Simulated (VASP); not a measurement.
Set up this calculation in VASP 6.6.1, as the native input.

* Task: single point
* Functional: PBE
* Potentials or basis: VASP PAW PBE potentials, release 64 (Cu, Mo_sv)
* Cutoff: 520 eV
* k mesh: 4 × 4 × 4
* Occupations: gaussian, width 0.1 eV
* Spin: no spin polarisation
* Dipole correction: no
* Further INCAR settings: ALGO = Normal; EDIFF = 1e-07; NBANDS = 42

The structure of CuMo4 lies in POSCAR:

```
CuMo4
1.0
    4.4592079900      0.0000000000      0.0000000000
    0.0000000000      4.4592079900      0.0000000000
    0.0000000000      0.0000000000      4.4592079900
Cu Mo
1 4
Direct
    0.0000000000      0.0000000000      0.0000000000
    0.5000000000      0.0000000000      0.0000000000
    0.0000000000      0.5000000000      0.0000000000
    0.0000000000      0.0000000000      0.5000000000
    0.5000000000      0.5000000000      0.5000000000
```

These files were run (other wordings do the same):

INCAR

```
ALGO = Normal
EDIFF = 1E-7
ENCUT = 520
GGA = PE
ISIF = 2
ISMEAR = 0
LASPH = T
LCHARG = F
LREAL = F
LWAVE = F
NBANDS = 42
NELM = 100
PREC = Accurate
SIGMA = 0.1
```

KPOINTS

```
k-points
0
Gamma
  4 4 4
```

Potentials or basis: VASP PAW PBE potentials, release 64 (Cu, Mo_sv).

Command:

```bash
$ cat potpaw_PBE.64/Cu/POTCAR potpaw_PBE.64/Mo_sv/POTCAR > POTCAR
$ mpirun -np 1 vasp_std > vasp.out
```

Results of the run:

| Item | Value |
| --- | --- |
| Pressure | 0.2 GPa |

It took 33 s on 1 thread of Intel(R) Xeon(R) Platinum 8488C (Sapphire Rapids), with other jobs on the host, peak memory 0.21 GiB.
